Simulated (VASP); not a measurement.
NbTe4Mo: relaxation of cell and atoms with PBE

NbTe4Mo:

```
Nb Te Mo
1.0
     3.68727    0.00000    0.00000
    -1.84364    3.19327    0.00000
     0.00000    0.00000   14.64513
Nb Te Mo
1 4 1
Direct
  0.66667 0.33333 0.50000
  0.33333 0.66667 0.37100
  0.66667 0.33333 0.87100
  0.33333 0.66667 0.62900
  0.66667 0.33333 0.12900
  0.33333 0.66667 0.00000
```

```json
{
 "Program": "VASP 6.6.1",
 "Task": "relaxation of cell and atoms",
 "Functional": "PBE",
 "Potentials or basis": "VASP PAW PBE potentials, release 64 (Nb_sv, Te, Mo_sv)",
 "Cutoff": "600 eV",
 "k mesh": "6 × 6 × 2",
 "Occupations": "gaussian, width 0.1 eV",
 "Spin": "no spin polarisation",
 "Dipole correction": "no",
 "Further INCAR settings": "ALGO = Normal; EDIFF = 1e-06; IBRION = 2; EDIFFG = -0.04; NSW = 90; ISIF = 3"
}
```

| Property | Result |
| --- | --- |
| Relaxed volume | 27.93 Å³/atom |
| Relaxed cell | a = 3.630 Å, b = 3.630 Å, c = 14.686 Å, α = 90.00°, β = 90.00°, γ = 120.00° |
| Space group after relaxing (to 0.1 Å) | P-6m2 (No. 187) |
| Energy gained by relaxing | 41.9 meV/atom |
| Ionic steps | 17 |
| Pressure after relaxing | -0.2 GPa |
| Largest force after relaxing | 0.022 eV/Å |
| Band gap on the k mesh | zero (an odd number of electrons rules out a gap without spin polarisation) |

Forces in eV/Å, atoms in the order of the input:
```
Nb   0.000  0.000  0.000
Te   0.000  0.000  0.022
Te   0.000  0.000  0.017
Te   0.000  0.000 -0.022
Te   0.000  0.000 -0.017
Mo   0.000  0.000  0.000
```

Stress tensor (GPa, compression positive):
```
-0.23  0.00  0.00
 0.00 -0.23  0.00
 0.00  0.00 -0.08
```

Step by step:
| step | energy change (eV) | largest force (eV/Å) | pressure (GPa) | volume (Å³) |
| --- | --- | --- | --- | --- |
| 1 | 0.0000 | 1.3846 | -4.99 | 172.44 |
| 2 | 0.1664 | 1.6783 | 9.17 | 151.02 |
| 3 | -0.2195 | 0.4305 | 0.07 | 162.67 |
| 4 | -0.2197 | 0.4015 | 0.22 | 162.44 |
| 5 | -0.2387 | 0.2038 | 0.18 | 162.71 |
| 6 | -0.2444 | 0.0386 | 0.16 | 162.97 |
| 7 | -0.2451 | 0.0936 | -0.14 | 163.64 |
| 8 | -0.2451 | 0.0965 | -0.17 | 163.68 |
| 9 | -0.2456 | 0.0935 | -0.16 | 163.78 |
| 10 | -0.2470 | 0.0850 | -0.11 | 164.07 |
| 11 | -0.2486 | 0.0857 | -0.02 | 164.66 |
| 12 | -0.2481 | 0.0957 | 0.19 | 165.82 |
| 13 | -0.2490 | 0.0884 | 0.06 | 165.15 |
| 14 | -0.2505 | 0.0325 | 0.19 | 165.60 |
| 15 | -0.2509 | 0.0557 | 0.34 | 166.31 |
| 16 | -0.2510 | 0.0340 | 0.27 | 166.08 |
| 17 | -0.2514 | 0.0216 | -0.18 | 167.58 |

Final structure:
```yaml
crystal:
  lattice:
    - [3.62995, 0.00000, 0.00000]
    - [-1.81497, 3.14363, 0.00000]
    - [0.00000, 0.00000, 14.68572]
  atoms:
    - { symbol: Nb, position: [0.66667, 0.33333, 0.50000] }
    - { symbol: Te, position: [0.33333, 0.66667, 0.37308] }
    - { symbol: Te, position: [0.66667, 0.33333, 0.87855] }
    - { symbol: Te, position: [0.33333, 0.66667, 0.62692] }
    - { symbol: Te, position: [0.66667, 0.33333, 0.12145] }
    - { symbol: Mo, position: [0.33333, 0.66667, 0.00000] }
```

Levels at points of the mesh, in eV from the Fermi level:
| k point | band 23 | band 24 | band 25 | band 26 | band 27 | band 28 |
| --- | --- | --- | --- | --- | --- | --- |
| (0.00, 0.00, 0.00) | -0.48 | -0.38 | -0.38 | 0.35 | 2.63 | 2.63 |
| (0.50, 0.00, 0.00) | -0.88 | -0.72 | -0.44 | -0.25 | 1.04 | 1.38 |
| (0.00, 0.00, 0.50) | -0.38 | -0.38 | -0.11 | 0.37 | 2.63 | 2.63 |
| (0.50, 0.00, 0.50) | -0.87 | -0.70 | -0.43 | -0.26 | 1.04 | 1.40 |

It took 13 min on 1 thread of Intel(R) Xeon(R) 6975P-C (Granite Rapids), on a shared host, peak memory 0.4 GiB.

Caveat: spin-orbit coupling is left out, which moves the levels of the heavy elements; this functional lacks dispersion, which binds the layers, so the pressure and a relaxed spacing across them are unreliable.
